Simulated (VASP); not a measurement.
# Ru4Rh in VASP: single point with LDA

Aim: the single point of Ru4Rh with LDA.

Program: VASP 6.6.1. These are calculated values, not measurements. Logs are shortened: lines on timing, memory, paths and dates and some standing lists are left out, and cuts for length are marked.

### Step 1. The cell of the first run

The cell holds a slab with vacuum, 5 atoms: a = 2.675 Å, b = 2.675 Å, c = 24.449 Å, α = 90.00°, β = 90.00°, γ = 120.00°.

### Step 2. Single point, LDA

INCAR reads:

```
PREC     = Accurate       # precision mode
ENCUT    = 520            # plane-wave cutoff, eV
EDIFF    = 1E-7           # SCF threshold, eV
ISMEAR   = -1             # smearing method
SIGMA    = 0.1            # smearing width, eV
LREAL    = F              # projectors in reciprocal space
LASPH    = T              # aspherical terms in the spheres
NELM     = 60             # most SCF steps
ALGO     = Normal         # electronic algorithm
ISIF     = 2              # what is computed and relaxed
LWAVE    = F              # write WAVECAR
LCHARG   = F              # write CHGCAR
LDIPOL   = T            
IDIPOL   = 3            
DIPOL    = 0.5 0.5 0.500
GGA      = CA             # functional
NBANDS   = 44             # bands
```

KPOINTS reads:

```
Automatic mesh
0
Gamma
  14 14 1
```

POSCAR reads:

```
Ru4Rh
1.0
    2.6752522144      0.0000000000      0.0000000000
   -1.3376261072      2.3168363792      0.0000000000
    0.0000000000      0.0000000000     24.4488000000
Ru Rh
4 1
Direct
    0.0000000000      0.0000000000      0.3298286216
    0.3333333333      0.6666666667      0.4130118673
    0.3333333333      0.6666666667      0.5869881316
    0.0000000000      0.0000000000      0.6701713788
    0.0000000000      0.0000000000      0.5000000005
```

Potentials or basis: VASP PAW LDA potentials, release 64 (Ru_pv, Rh_pv).

On the command line:

```bash
$ cat potpaw_LDA.64/Ru_pv/POTCAR potpaw_LDA.64/Rh_pv/POTCAR > POTCAR
$ mpirun -np 1 vasp_std > vasp.out
```

OUTCAR:

```text
PREC = Accurate
   ENCUT = 520
   EDIFF = 1E-7
   ISMEAR = -1
   LREAL = F
   LASPH = T
   NELM = 60
   ISIF = 2
   GGA = CA

 ion  position               nearest neighbor table
   1  0.000  0.000  0.330-   2 2.55   2 2.55   2 2.55
   2  0.333  0.667  0.413-   1 2.55   1 2.55   1 2.55   5 2.63   5 2.63   5 2.63
   3  0.333  0.667  0.587-   4 2.55   4 2.55   4 2.55   5 2.63   5 2.63   5 2.63
   4  0.000  0.000  0.670-   3 2.55   3 2.55   3 2.55
   5  0.000  0.000  0.500-   3 2.63   3 2.63   3 2.63   2 2.63   2 2.63   2 2.63

  LATTYP: Found a hexagonal cell.
 ALAT       =     2.6752522144
 C/A-ratio  =     9.1388766519

  Lattice vectors:

 A1 = (   2.6752522144,   0.0000000000,   0.0000000000)
 A2 = (  -1.3376261072,   2.3168363792,   0.0000000000)
 A3 = (   0.0000000000,   0.0000000000,  24.4488000000)

Analysis of symmetry for initial positions (statically):
=====================================================================
 Subroutine PRICEL returns:
 Original cell was already a primitive cell.

 Routine SETGRP: Setting up the symmetry group for a
 hexagonal supercell.

 Subroutine GETGRP returns: Found 12 space group operations
 (whereof 12 operations were pure point group operations)
 out of a pool of 24 trial point group operations.

The static configuration has the point symmetry D_3h.

Analysis of symmetry for dynamics (positions and initial velocities):
=====================================================================
 Subroutine PRICEL returns:
 Original cell was already a primitive cell.

 Routine SETGRP: Setting up the symmetry group for a
 hexagonal supercell.

 Subroutine GETGRP returns: Found 12 space group operations
 (whereof 12 operations were pure point group operations)
 out of a pool of 24 trial point group operations.

The dynamic configuration has the point symmetry D_3h.

 Subroutine INISYM returns: Found 12 space group operations
 (whereof 12 operations are pure point group operations),
 and found     1 'primitive' translations

----------------------------------------------------------------------------------------

                                     Primitive cell

  volume of cell :     151.5366

  direct lattice vectors                    reciprocal lattice vectors
     2.675252214  0.000000000  0.000000000     0.373796532  0.215811528  0.000000000
    -1.337626107  2.316836379  0.000000000     0.000000000  0.431623057  0.000000000
     0.000000000  0.000000000 24.448800000     0.000000000  0.000000000  0.040901803

  length of vectors
     2.675252214  2.675252214 24.448800000     0.431623057  0.431623057  0.040901803

  position of ions in fractional coordinates (direct lattice)
     0.000000000  0.000000000  0.329828622
     0.333333333  0.666666667  0.413011867
     0.333333333  0.666666667  0.586988132
     0.000000000  0.000000000  0.670171379
     0.000000000  0.000000000  0.500000001

  ion indices of the primitive-cell ions
   primitive index   ion index
                 1           1
                 2           2
                 3           3
                 4           4
                 5           5

----------------------------------------------------------------------------------------

 KPOINTS: Automatic mesh

Automatic generation of k-mesh.
 Grid dimensions read from file:
 generate k-points for:   14   14    1

 Generating k-lattice:

  Cartesian coordinates                     Fractional coordinates (reciprocal lattice)
     0.026699752  0.015415109  0.000000000     0.071428571 -0.000000000  0.000000000
     0.000000000  0.030830218  0.000000000     0.000000000  0.071428571  0.000000000
     0.000000000  0.000000000  0.040901803     0.000000000  0.000000000  1.000000000

  Length of vectors
     0.030830218  0.030830218  0.040901803

  Shift w.r.t. Gamma in fractional coordinates (k-lattice)
     0.000000000  0.000000000  0.000000000

 Subroutine IBZKPT returns following result:
 ===========================================

 Found     24 irreducible k-points:

 Following reciprocal coordinates:
            Coordinates               Weight
  0.000000  0.000000  0.000000      1.000000
  0.071429 -0.000000  0.000000      6.000000
  0.142857 -0.000000  0.000000      6.000000
  0.214286  0.000000  0.000000      6.000000
  0.285714 -0.000000  0.000000      6.000000
  0.357143  0.000000  0.000000      6.000000
[... 16 lines left out ...]
  0.285714  0.285714  0.000000      6.000000
  0.357143  0.285714  0.000000      6.000000
   k-points           NKPTS =     24   k-points in BZ     NKDIM =     24   number of bands    NBANDS=     44
   number of dos      NEDOS =    301   number of ions     NIONS =      5
   total plane-waves  NPLWV =  76800
   dimension x,y,z NGX =    20 NGY =   20 NGZ =  192
   dimension x,y,z NGXF=    40 NGYF=   40 NGZF=  384
   ions per type =               4   1
   NGX,Y,Z   is equivalent  to a cutoff of  12.43, 12.43, 13.06 a.u.
   NGXF,Y,Z  is equivalent  to a cutoff of  24.86, 24.86, 26.11 a.u.
 SYSTEM =  unknown system
   PREC   = accura    normal or accurate (medium, high low for compatibility)
   ISTART =      0    job   : 0-new  1-cont  2-samecut
   ICHARG =      2    charge: 1-file 2-atom 10-const
   ISPIN  =      1    spin polarized calculation?
   LNONCOLLINEAR =      F non collinear calculations
   LSORBIT =      F    spin-orbit coupling
   LASPH  =      T    aspherical Exc in radial PAW
   ENCUT  =  520.0 eV  38.22 Ry    6.18 a.u.   4.97  4.97 45.46*2*pi/ulx,y,z
   NELM   =     60;   NELMIN=  2; NELMDL= -5     # of ELM steps
   EDIFF  = 0.1E-06   stopping-criterion for ELM
   LREAL  =      F    real-space projection
   EDIFFG = 0.1E-05   stopping-criterion for IOM
   NSW    =      0    number of steps for IOM
   IBRION =     -1    ionic relax: 0-MD 1-quasi-New 2-CG
   NFREE  =      0    steps in history (QN), initial steepest desc. (CG)
   ISIF   =      2    stress and relaxation
   ISYM   =      2    0-nonsym 1-usesym 2-fastsym
   POTIM  = 0.5000    time-step for ionic-motion
   TEBEG  =    0.0;   TEEND  =   0.0 temperature during run
   PSTRESS=    0.0 pullay stress
   NELECT =      71.0000    total number of electrons
   NUPDOWN=      -1.0000    fix difference up-down
   EMIN   =  10.00;   EMAX   =-10.00  energy-range for DOS
   EFERMI =   0.00;   METHOD = LEGACY
   ISMEAR =    -1;   SIGMA  =   0.10  broadening in eV -4-tet -1-fermi 0-gaus
   EFERMI_NEDOS =   21; number of points for ismear=-14 and -15
   IALGO  =     38    algorithm
   IMIX   =      4    mixing-type and parameters
     AMIX     =   0.40;   BMIX     =  1.00
     AMIX_MAG =   1.60;   BMIX_MAG =  1.00
  volume/ion in A,a.u.               =      30.31       204.52
  Fermi-wavevector in a.u.,A,eV,Ry     =   1.271516  2.402816 21.997249  1.616752
  Thomas-Fermi vector in A             =   2.404445
   LORBIT       =      0    0 simple, 1 ext, 2 COOP (PROOUT), +10 PAW based schemes
   GGA     = CA    functional components
   LHFCALC =     F    Hartree Fock is set to
   AEXX    =    0.0000 exact exchange contribution
   IVDW    =     0    specifies the selected vdW correction
   LEPSILON=     F    determine dielectric tensor
   LRPA    =     F    only Hartree local field effects (RPA)
 non-spin polarized calculation
  energy-cutoff  :      520.00
  volume of cell :      151.54
 maximum number of plane-waves:      4143
 NGX is ok and might be reduce to    20
   NGX =  9   NGY =  9   NGZ = 91

 number of electron      70.9999998 magnetization

 dipolmoment           0.000000      0.000000      0.000000 electrons x Angstroem

 Free energy of the ion-electron system (eV)
  ---------------------------------------------------
  ext. energy  EPLUGINS =         0.00000000
  ---------------------------------------------------
  free energy    TOTEN  =       -49.07572100 eV

  energy without entropy =      -48.87212880  energy(sigma->0) =      -48.97392490

 E-fermi :   2.7739     XC(G=0):  -7.1709

 val. band max:        2.7608450571   @ k =   0.2143   0.1429   0.0000
 cond. band min:       2.7851746746   @ k =   0.3571   0.1429   0.0000
 fundamental gap:      0.0243296176
 Fermi energy:         2.7739387862

 k-point     1 :       0.0000    0.0000    0.0000
  band No.  band energies     occupation
      1     -44.1736      2.00000
      2     -43.6793      2.00000
      3     -43.6793      2.00000
      4     -40.6526      2.00000
      5     -40.6170      2.00000
      6     -39.9043      2.00000
[... 36 lines left out ...]
     43       3.8660      0.00004
     44       3.9221      0.00002

 k-point     2 :       0.0714   -0.0000    0.0000
  band No.  band energies     occupation
      1     -44.1684      2.00000
      2     -43.7107      2.00000
      3     -43.6866      2.00000
      4     -40.6412      2.00000
      5     -40.6083      2.00000
      6     -39.9584      2.00000
[... 36 lines left out ...]
     43       3.9090      0.00002
     44       3.9274      0.00002

 k-point     3 :       0.1429   -0.0000    0.0000
  band No.  band energies     occupation
      1     -44.1537      2.00000
      2     -43.7981      2.00000
      3     -43.7071      2.00000
      4     -40.6102      2.00000
      5     -40.5852      2.00000
      6     -40.0936      2.00000
[... 36 lines left out ...]
     43       3.9619      0.00001
     44       4.0131      0.00001

 k-point     4 :       0.2143    0.0000    0.0000
  band No.  band energies     occupation
      1     -44.1327      2.00000
      2     -43.9228      2.00000
      3     -43.7367      2.00000
      4     -40.5706      2.00000
      5     -40.5582      2.00000
      6     -40.2709      2.00000
[... 882 lines left out ...]
     43       9.0468      0.00000
     44       9.8571      0.00000

 k-point    23 :       0.2857    0.2857    0.0000
  band No.  band energies     occupation
      1     -44.1736      2.00000
      2     -44.0598      2.00000
      3     -44.0160      2.00000
      4     -40.6373      2.00000
      5     -40.6284      2.00000
      6     -40.4543      2.00000
[... 36 lines left out ...]
     43       9.4189      0.00000
     44      10.3462      0.00000

 k-point    24 :       0.3571    0.2857    0.0000
  band No.  band energies     occupation
      1     -44.1534      2.00000
      2     -44.0598      2.00000
      3     -44.0565      2.00000
      4     -40.6108      2.00000
      5     -40.6005      2.00000
      6     -40.4770      2.00000
[... 36 lines left out ...]
     43      10.3579      0.00000
     44      10.6602      0.00000

------------------------ aborting loop because EDIFF is reached ----------------------------------------

 vacuum level on the upper side and lower side of the slab       (xc-potential included)        -0.103        -0.103

  FORCE on cell =-STRESS in cart. coord.  units (eV):
  Direction    XX          YY          ZZ          XY          YZ          ZX
  --------------------------------------------------------------------------------------
  -------------------------------------------------------------------------------------
  Total       -2.8211944     -2.8211944      1.2368887     -0.0000000      0.0000000      0.0000000
  in kB      -29.8281246    -29.8281246     13.0774650     -0.0000000      0.0000000      0.0000000
  external PRESSURE =     -15.5262614 kB  Pullay stress =       0.0000000 kB

 VOLUME and BASIS-vectors are now :
 -----------------------------------------------------------------------------
  energy-cutoff  :      520.00
  volume of cell :      151.54
      direct lattice vectors                 reciprocal lattice vectors
     2.675252214  0.000000000  0.000000000     0.373796532  0.215811528  0.000000000
    -1.337626107  2.316836379  0.000000000     0.000000000  0.431623057  0.000000000
     0.000000000  0.000000000 24.448800000     0.000000000  0.000000000  0.040901803

 POSITION                                       TOTAL-FORCE (eV/Angst)
 -----------------------------------------------------------------------------------
      0.00000      0.00000      8.06391         0.000000     -0.000000      0.028461
     -0.00000      1.54456     10.09764         0.000000      0.000000     -0.359270
     -0.00000      1.54456     14.35116         0.000000      0.000000      0.359270
      0.00000      0.00000     16.38489        -0.000000     -0.000000     -0.028461
      0.00000      0.00000     12.22440        -0.000000      0.000000     -0.000000
 -----------------------------------------------------------------------------------
    total drift:                                0.000000     -0.000000      0.000011

  FREE ENERGIE OF THE ION-ELECTRON SYSTEM (eV)
  ---------------------------------------------------
  free  energy   TOTEN  =       -49.0757210026 eV

  energy  without entropy=      -48.8721287986  energy(sigma->0) =      -48.97392490

 vacuum level on the upper side and lower side of the slab         8.060         8.060
```

It took 4.4 min on 1 thread of Intel Xeon Platinum 8488C (Sapphire Rapids), shared host; peak memory 0.3 GiB.

Results:

```yaml
Free_energy: -49.0757 eV
Largest_force: 0.359 eV/Å
Band_gap_on_the_k_mesh: zero (an odd number of electrons rules out a gap without spin polarisation)
```

Forces on the atoms (eV/Å):
```
Ru   0.000  0.000  0.028
Ru   0.000  0.000 -0.359
Ru   0.000  0.000  0.359
Ru   0.000  0.000 -0.028
Rh   0.000  0.000  0.000
```

Levels at points of the mesh, in eV from the Fermi level:
```csv
k point,band 33,band 34,band 35,band 36,band 37,band 38
"(0.00, 0.00, 0.00)",-2.28,-1.47,-1.47,-1.46,-0.36,-0.36
"(0.50, 0.00, 0.00)",0.41,0.75,0.79,1.34,1.52,1.53
```
